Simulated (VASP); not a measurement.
# NaCl (Fm-3m) in VASP: further runs

Runs on NaCl. Level: PBE. Tasks: single point, relaxation of cell and atoms.

Program: VASP 6.6.1. These are calculated values, not measurements. Logs are shortened: lines on timing, memory, paths and dates and some standing lists are left out, and cuts for length are marked.

## (1) The cell of the first run

It takes space group Fm-3m (No. 225, cubic). The conventional cell has a = 6.896 Å, b = 6.896 Å, c = 6.896 Å, α = 90.00°, β = 90.00°, γ = 90.00°. Na (site symmetry m-3m) has 6 Cl at 3.45 Å within 4.5 Å. Within 4.5 Å of Cl (site symmetry m-3m) lie 6 Na at 3.45 Å.

## (2) Single point, PBE

The input, INCAR:

```
SYSTEM = NaCl
ALGO = Normal ; EDIFF = 1E-6
ENCUT = 500 ; GGA = PE
GGA_COMPAT = .FALSE. ; ISIF = 2
ISMEAR = 0 ; LASPH = .TRUE.
LCHARG = .FALSE. ; LREAL = .FALSE.
LWAVE = .FALSE. ; NBANDS = 14
NELM = 120 ; PREC = Accurate
SIGMA = 0.1
```

The input, KPOINTS:

```
k-points
0
G
  4 4 4
  0 0 0
```

The input, POSCAR:

```
NaCl
1.0
    0.0000000000      3.4478667722      3.4478667722
    3.4478667722      0.0000000000      3.4478667722
    3.4478667722      3.4478667722      0.0000000000
Na Cl
1 1
Direct
    0.0000000000      0.0000000000      0.0000000000
    0.5000000000      0.5000000000      0.5000000000
```

Potentials or basis: VASP PAW PBE potentials, release 64 (Na_pv, Cl).

Started as:

```sh
> cat potpaw_PBE.64/Na_pv/POTCAR potpaw_PBE.64/Cl/POTCAR > POTCAR
> mpirun -np 1 vasp_std > vasp.out
```

OUTCAR:

```text
SYSTEM = NaCl
   EDIFF = 1E-6
   ENCUT = 500
   GGA = PE
   ISIF = 2
   ISMEAR = 0
   LASPH = .TRUE.
   LREAL = .FALSE.
   NELM = 120
   PREC = Accurate

 ion  position               nearest neighbor table
   1  0.000  0.000  0.000-
   2  0.500  0.500  0.500-

  LATTYP: Found a face centered cubic cell.
 ALAT       =     6.8957335444

  Lattice vectors:

 A1 = (   0.0000000000,   3.4478667722,   3.4478667722)
 A2 = (   3.4478667722,   0.0000000000,   3.4478667722)
 A3 = (   3.4478667722,   3.4478667722,   0.0000000000)

Analysis of symmetry for initial positions (statically):
=====================================================================
 Subroutine PRICEL returns:
 Original cell was already a primitive cell.

 Routine SETGRP: Setting up the symmetry group for a
 face centered cubic supercell.

 Subroutine GETGRP returns: Found 48 space group operations
 (whereof 48 operations were pure point group operations)
 out of a pool of 48 trial point group operations.

The static configuration has the point symmetry O_h .

Analysis of symmetry for dynamics (positions and initial velocities):
=====================================================================
 Subroutine PRICEL returns:
 Original cell was already a primitive cell.

 Routine SETGRP: Setting up the symmetry group for a
 face centered cubic supercell.

 Subroutine GETGRP returns: Found 48 space group operations
 (whereof 48 operations were pure point group operations)
 out of a pool of 48 trial point group operations.

The dynamic configuration has the point symmetry O_h .

 Subroutine INISYM returns: Found 48 space group operations
 (whereof 48 operations are pure point group operations),
 and found     1 'primitive' translations

----------------------------------------------------------------------------------------

                                     Primitive cell

  volume of cell :      81.9750

  direct lattice vectors                    reciprocal lattice vectors
     0.000000000  3.447866772  3.447866772    -0.145017204  0.145017204  0.145017204
     3.447866772  0.000000000  3.447866772     0.145017204 -0.145017204  0.145017204
     3.447866772  3.447866772  0.000000000     0.145017204  0.145017204 -0.145017204

  length of vectors
     4.876019951  4.876019951  4.876019951     0.251177166  0.251177166  0.251177166

  position of ions in fractional coordinates (direct lattice)
     0.000000000  0.000000000  0.000000000
     0.500000000  0.500000000  0.500000000

  ion indices of the primitive-cell ions
[... 68 lines left out ...]
   PSTRESS=    0.0 pullay stress
   NELECT =      14.0000    total number of electrons
   NUPDOWN=      -1.0000    fix difference up-down
   EMIN   =  10.00;   EMAX   =-10.00  energy-range for DOS
   EFERMI =   0.00;   METHOD = LEGACY
   ISMEAR =     0;   SIGMA  =   0.10  broadening in eV -4-tet -1-fermi 0-gaus
   EFERMI_NEDOS =   21; number of points for ismear=-14 and -15
   IALGO  =     38    algorithm
   IMIX   =      4    mixing-type and parameters
     AMIX     =   0.40;   BMIX     =  1.00
     AMIX_MAG =   1.60;   BMIX_MAG =  1.00
  volume/ion in A,a.u.               =      40.99       276.60
  Fermi-wavevector in a.u.,A,eV,Ry     =   0.908288  1.716416 11.224637  0.824988
  Thomas-Fermi vector in A             =   2.032197
   LORBIT       =      0    0 simple, 1 ext, 2 COOP (PROOUT), +10 PAW based schemes
   GGA     = PE    functional components
   LHFCALC =     F    Hartree Fock is set to
   AEXX    =    0.0000 exact exchange contribution
   IVDW    =     0    specifies the selected vdW correction
   LEPSILON=     F    determine dielectric tensor
   LRPA    =     F    only Hartree local field effects (RPA)
 non-spin polarized calculation
 Gauss-broadening in eV      SIGMA  =   0.10
  energy-cutoff  :      500.00
  volume of cell :       81.97
 maximum number of plane-waves:      2120
   NGX = 17   NGY = 17   NGZ = 17

 number of electron      13.9999996 magnetization

 Free energy of the ion-electron system (eV)
  ---------------------------------------------------
  ext. energy  EPLUGINS =         0.00000000
  ---------------------------------------------------
  free energy    TOTEN  =        -6.07869353 eV

  energy without entropy =       -6.07869353  energy(sigma->0) =       -6.07869353

 E-fermi :  -2.5620     XC(G=0):  -5.9064

 val. band max:       -2.9876886482   @ k =   0.0000   0.0000   0.0000
 cond. band min:       0.4876745888   @ k =   0.0000   0.0000   0.0000
 fundamental gap:      3.4753632370
 Fermi energy:        -2.5619512835

 k-point     1 :       0.0000    0.0000    0.0000
  band No.  band energies     occupation
      1     -25.5039      2.00000
      2     -25.5039      2.00000
      3     -25.5039      2.00000
      4     -14.8739      2.00000
      5      -2.9877      2.00000
      6      -2.9877      2.00000
      7      -2.9877      2.00000
      8       0.4877      0.00000
      9       7.0129      0.00000
     10       7.0129      0.00000
     11       7.0129      0.00000
     12       8.5725      0.00000
     13       8.5725      0.00000
     14       8.9585      0.00000
[... 105 lines left out ...]
      1     -25.5047      2.00000
      2     -25.5047      2.00000
      3     -25.5044      2.00000
      4     -14.8152      2.00000
      5      -3.3968      2.00000
      6      -3.3968      2.00000
      7      -3.2452      2.00000
      8       3.2828      0.00000
      9       4.8195      0.00000
     10       4.8195      0.00000
     11       5.4623      0.00000
     12       8.9111      0.00000
     13       8.9111      0.00000
     14       9.5399      0.00000

------------------------ aborting loop because EDIFF is reached ----------------------------------------

  FORCE on cell =-STRESS in cart. coord.  units (eV):
  Direction    XX          YY          ZZ          XY          YZ          ZX
  --------------------------------------------------------------------------------------
  -------------------------------------------------------------------------------------
  Total       -1.9197818     -1.9197818     -1.9197818     -0.0000000      0.0000000      0.0000000
  in kB      -37.5215719    -37.5215719    -37.5215719     -0.0000000      0.0000000      0.0000000
  external PRESSURE =     -37.5215719 kB  Pullay stress =       0.0000000 kB

 VOLUME and BASIS-vectors are now :
 -----------------------------------------------------------------------------
  energy-cutoff  :      500.00
  volume of cell :       81.97
      direct lattice vectors                 reciprocal lattice vectors
     0.000000000  3.447866772  3.447866772    -0.145017204  0.145017204  0.145017204
     3.447866772  0.000000000  3.447866772     0.145017204 -0.145017204  0.145017204
     3.447866772  3.447866772  0.000000000     0.145017204  0.145017204 -0.145017204

 POSITION                                       TOTAL-FORCE (eV/Angst)
 -----------------------------------------------------------------------------------
      0.00000      0.00000      0.00000         0.000000     -0.000000     -0.000000
      3.44787      3.44787      3.44787        -0.000000      0.000000      0.000000
 -----------------------------------------------------------------------------------
    total drift:                                0.000000      0.000000      0.000000

  FREE ENERGIE OF THE ION-ELECTRON SYSTEM (eV)
  ---------------------------------------------------
  free  energy   TOTEN  =        -6.0786935325 eV

  energy  without entropy=       -6.0786935324  energy(sigma->0) =       -6.07869353
```

Wall time 12 s (1 thread of Intel Xeon 8259CL, shared host); peak memory 0.19 GiB.

Results:

```yaml
Free_energy: -6.0787 eV
Pressure: -3.8 GPa
Band_gap_on_the_k_mesh: 3.48 eV
```

Levels at points of the mesh, in eV from the valence-band top:
```tsv
k point	band 4	band 5	band 6	band 7	band 8	band 9	band 10	band 11
(0.00, 0.00, 0.00)	-11.89	0.00	0.00	0.00	3.48	10.00	10.00	10.00
(0.50, 0.00, 0.00)	-11.84	-0.71	-0.07	-0.07	6.02	6.60	9.17	9.17
(0.50, 0.50, 0.00)	-11.83	-0.59	-0.21	-0.21	5.63	7.85	7.86	10.22
```

Caveat: the cell stands under tension.

[end of part 1 of 2]
